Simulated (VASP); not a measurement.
# Li8H7F (P1) in VASP: notebook, part 2 of 2

VASP 6.6.1. Earlier steps stand in the parts before.

## Step 3: Relaxation of volume and atoms at fixed shape, PBEsol

This run uses another cell than the first one, of 7.90 Å³/atom.

Input file INCAR:

```
PREC = Accurate
ENCUT = 880
EDIFF = 1E-7
ISMEAR = -1
SIGMA = 0.05
LREAL = Auto
LASPH = True
NELM = 120
ALGO = Normal
ISIF = 8
LWAVE = False
LCHARG = False
GGA = PS
IBRION = 2
NSW = 100
EDIFFG = -0.03
ISYM = -1
GGA_COMPAT = False
NELMIN = 4
```

Input file KPOINTS:

```
explicit points
1
Reciprocal
  0.25000000   0.25000000   0.25000000 1
```

Input file POSCAR:

```
Li8H7F
1.0
    7.9665680000      0.0000000000      0.0000000000
    0.0000000000      7.9665680000      0.0000000000
    0.0000000000      0.0000000000      7.9665680000
H F Li
28 4 32
Direct
    0.2445390000      0.0013450000      0.0041370000
    0.2508930000      0.9998670000      0.5059350000
    0.2519710000      0.5034520000      0.0007570000
    0.2529920000      0.4987070000      0.4934380000
    0.7453200000      0.9967870000      0.0027970000
    0.7527040000      0.9975420000      0.5024450000
    0.7450940000      0.4995740000      0.0038310000
    0.9993480000      0.2478500000      0.9997680000
    0.9997950000      0.2445870000      0.4964350000
    0.0034400000      0.7463060000      0.0002160000
    0.9938430000      0.7518830000      0.5012200000
    0.5023270000      0.2487640000      0.0034120000
    0.4989900000      0.7477610000      0.0022160000
    0.5019770000      0.7530890000      0.4978400000
    0.9995860000      0.9973000000      0.2548310000
    0.9993070000      0.0005160000      0.7507460000
    0.0002710000      0.4963770000      0.2501180000
    0.9939740000      0.4989730000      0.7436420000
    0.4964980000      0.9977830000      0.2493780000
    0.4981980000      0.0021820000      0.7523400000
    0.4972670000      0.4965110000      0.2506970000
    0.5011220000      0.5004600000      0.7402730000
    0.2507530000      0.7479220000      0.2516140000
    0.2529480000      0.7461100000      0.7482190000
    0.7488820000      0.2514140000      0.2476180000
    0.7466320000      0.2498190000      0.7456180000
    0.7471880000      0.7506230000      0.2559960000
    0.7504510000      0.7531050000      0.7518810000
    0.7510060000      0.4983940000      0.5004350000
    0.5030730000      0.2492310000      0.5009760000
    0.2499350000      0.2489430000      0.2497370000
    0.2491500000      0.2523040000      0.7500260000
    0.0009990000      0.9992580000      0.9998360000
    0.9997360000      0.0050910000      0.4998300000
    0.9965120000      0.5029380000      0.9988340000
    0.0067820000      0.5024360000      0.4990880000
    0.5011430000      0.0040520000      0.0022600000
    0.5044710000      0.0018890000      0.5009450000
    0.4986010000      0.4991340000      0.9982480000
    0.5008670000      0.4982500000      0.4960270000
    0.2507900000      0.2513610000      0.9953260000
    0.2457010000      0.2469260000      0.4949670000
    0.2538330000      0.7513690000      0.9980540000
    0.2493980000      0.7521510000      0.4994350000
    0.7494640000      0.2520880000      0.9985590000
    0.7493830000      0.2506370000      0.5072770000
    0.7466660000      0.7504110000      0.0020150000
    0.7531080000      0.7487010000      0.4994140000
    0.2491350000      0.9993400000      0.2490360000
    0.2532420000      0.9998870000      0.7506470000
    0.2512040000      0.4969490000      0.2448920000
    0.2488860000      0.4994910000      0.7476560000
    0.7484240000      0.9991950000      0.2482180000
    0.7485520000      0.9990980000      0.7525110000
    0.7483760000      0.4961750000      0.2497300000
    0.7471390000      0.5075660000      0.7493170000
    0.0024910000      0.2509600000      0.2478180000
    0.9971360000      0.2530660000      0.7463040000
    0.0004030000      0.7508760000      0.2526230000
    0.9972500000      0.7514800000      0.7422550000
    0.4998910000      0.2499530000      0.2508210000
    0.4982780000      0.2445820000      0.7506840000
    0.4995050000      0.7504540000      0.2478750000
    0.5013460000      0.7465680000      0.7498630000
```

Potentials or basis: VASP PAW PBE potentials, release 64 (H, F, Li_sv).

Run with:

```console
$ cat potpaw_PBE.64/H/POTCAR potpaw_PBE.64/F/POTCAR potpaw_PBE.64/Li_sv/POTCAR > POTCAR
$ mpirun -np 1 vasp_std > vasp.out
```

Wall time 18 min (1 thread of Intel Xeon Platinum 8488C (Sapphire Rapids), shared host); peak memory 1.1 GiB.

The run converged. Its results:

```yaml
Free_energy: -210.3980 eV
Relaxed_volume: 7.97 Å³/atom
Relaxed_cell: a = 7.989 Å, b = 7.989 Å, c = 7.989 Å, α = 90.00°, β = 90.00°, γ = 90.00°
Space_group_after_relaxing_to_0.1_Å: Pm (No. 6)
Energy_gained_by_relaxing: 2.8 meV/atom
Ionic_steps: 8
Pressure_after_relaxing: 0.0 GPa
Largest_force_after_relaxing: 0.029 eV/Å
Band_gap_on_the_k_mesh: 4.57 eV
```

Forces in eV/Å, atoms in the order of the input:
```
H    0.000  0.003  0.004
H   -0.006  0.001 -0.008
H   -0.002  0.001  0.020
H   -0.006  0.005  0.017
H   -0.004  0.003 -0.015
H    0.000 -0.010 -0.010
H    0.008 -0.006 -0.001
H    0.012 -0.008  0.011
H   -0.001 -0.006  0.006
H    0.000  0.002 -0.003
H   -0.021 -0.007  0.005
H    0.005 -0.008  0.005
H    0.002  0.006 -0.003
H   -0.011  0.003  0.001
H    0.004  0.003 -0.005
H    0.001 -0.004 -0.006
H   -0.005  0.003  0.006
H    0.001 -0.007  0.010
H   -0.001 -0.001 -0.016
H   -0.001  0.007 -0.018
H   -0.008  0.010 -0.006
H    0.000  0.000  0.015
H    0.000  0.000 -0.009
H   -0.006  0.003  0.013
H   -0.001  0.007 -0.011
H    0.003  0.001 -0.017
H    0.005  0.007 -0.008
H    0.009 -0.004 -0.009
F    0.012  0.002  0.018
F   -0.005  0.005  0.008
F    0.000  0.006  0.006
F    0.004 -0.004  0.014
Li   0.011  0.004 -0.004
Li   0.011  0.019 -0.020
Li   0.001 -0.013  0.018
Li  -0.006 -0.001  0.021
Li   0.007  0.009 -0.003
Li   0.007  0.004 -0.006
Li  -0.014  0.007 -0.005
Li   0.001  0.003  0.006
Li   0.001 -0.002 -0.004
Li  -0.008  0.002 -0.009
Li   0.001  0.020  0.007
Li  -0.011 -0.003  0.004
Li   0.009  0.000  0.002
Li  -0.025  0.000 -0.005
Li   0.008  0.002 -0.008
Li   0.003 -0.008  0.003
Li  -0.008 -0.006 -0.014
Li   0.003 -0.010 -0.003
Li  -0.004 -0.002 -0.001
Li  -0.001  0.001  0.002
Li  -0.011 -0.013 -0.004
Li   0.006 -0.007 -0.008
Li  -0.005 -0.006  0.010
Li   0.003 -0.013  0.002
Li   0.003  0.017  0.005
Li   0.004 -0.003 -0.008
Li  -0.002 -0.002 -0.001
Li  -0.008  0.005 -0.003
Li   0.007  0.016  0.018
Li   0.026 -0.011  0.001
Li   0.004  0.000 -0.001
Li   0.001 -0.021 -0.006
```

Stress tensor (GPa, compression positive):
```
-0.02 -0.04 -0.07
-0.04  0.02 -0.03
-0.07 -0.03  0.05
```

The path:
| step | energy change (eV) | largest force (eV/Å) | pressure (GPa) | volume (Å³) |
| --- | --- | --- | --- | --- |
| 1 | 0.0000 | 0.2808 | 0.30 | 505.61 |
| 2 | -0.0540 | 0.2234 | 0.20 | 506.68 |
| 3 | -0.1394 | 0.1049 | -0.03 | 509.70 |
| 4 | -0.1453 | 0.1498 | -0.10 | 510.76 |
| 5 | -0.1639 | 0.0996 | -0.07 | 510.56 |
| 6 | -0.1737 | 0.0579 | -0.04 | 510.26 |
| 7 | -0.1738 | 0.0571 | -0.04 | 510.28 |
| 8 | -0.1768 | 0.0292 | 0.02 | 509.94 |

Final structure:
```
H F Li
1.0
     7.98925    0.00000    0.00000
     0.00000    7.98925    0.00000
     0.00000    0.00000    7.98925
H F Li
28 4 32
Direct
  0.24926 0.99805 0.99946
  0.24923 0.99682 0.50014
  0.24929 0.50120 0.99854
  0.24912 0.50242 0.49865
  0.74981 0.99916 0.00104
  0.75086 0.99917 0.50032
  0.74929 0.50069 0.99975
  0.99800 0.25022 0.99850
  0.99893 0.24901 0.49949
  0.99937 0.75004 0.99975
  0.00120 0.75094 0.49931
  0.50040 0.24983 0.99928
  0.49954 0.74971 0.99999
  0.50013 0.75080 0.49958
  0.99842 0.99831 0.24959
  0.99848 0.99886 0.75084
  0.99946 0.50005 0.24819
  0.99968 0.50124 0.74985
  0.50031 0.99817 0.24925
  0.50014 0.99809 0.75186
  0.49978 0.50114 0.24749
  0.50014 0.50249 0.75045
  0.24960 0.74974 0.24942
  0.24971 0.74987 0.74958
  0.75035 0.24805 0.24806
  0.75022 0.24940 0.75176
  0.74951 0.75006 0.24934
  0.74944 0.75116 0.75135
  0.74886 0.49947 0.49899
  0.49933 0.25003 0.49928
  0.24975 0.24898 0.24947
  0.25006 0.24990 0.74835
  0.99835 0.99881 0.99998
  0.99867 0.99806 0.50045
  0.99831 0.50142 0.99876
  0.99832 0.50065 0.49900
  0.50034 0.99848 0.00014
  0.50066 0.99947 0.50025
  0.50100 0.50081 0.99971
  0.50096 0.50005 0.49921
  0.24982 0.25002 0.99974
  0.25081 0.24958 0.49965
  0.24980 0.74955 0.99977
  0.25036 0.74985 0.49943
  0.74921 0.24964 0.99992
  0.74956 0.25065 0.49976
  0.74939 0.75001 0.00033
  0.74951 0.74920 0.49981
  0.24927 0.99984 0.24982
  0.24926 0.00020 0.75055
  0.24979 0.49945 0.24874
  0.24920 0.50000 0.74946
  0.75068 0.99945 0.24949
  0.75007 0.99939 0.75101
  0.74990 0.50022 0.24975
  0.74990 0.50096 0.74934
  0.00054 0.24876 0.24882
  0.00080 0.24953 0.75050
  0.00017 0.75024 0.24956
  0.00061 0.75069 0.75046
  0.49853 0.24858 0.24946
  0.49801 0.25011 0.74934
  0.49934 0.75040 0.24909
  0.49939 0.75068 0.75075
```

Levels at points of the mesh, in eV from the valence-band top:
```csv
k point,band 72,band 73,band 74,band 75,band 76,band 77,band 78,band 79,band 80,band 81
"(0.25, 0.25, 0.25)",-0.14,-0.12,-0.09,-0.06,0.00,4.57,4.74,4.87,5.22,5.27
```

Caveat: the PAW data sets were made with another functional, which shifts forces and pressure a little; a shifted mesh leaves out Γ, where band edges can lie.
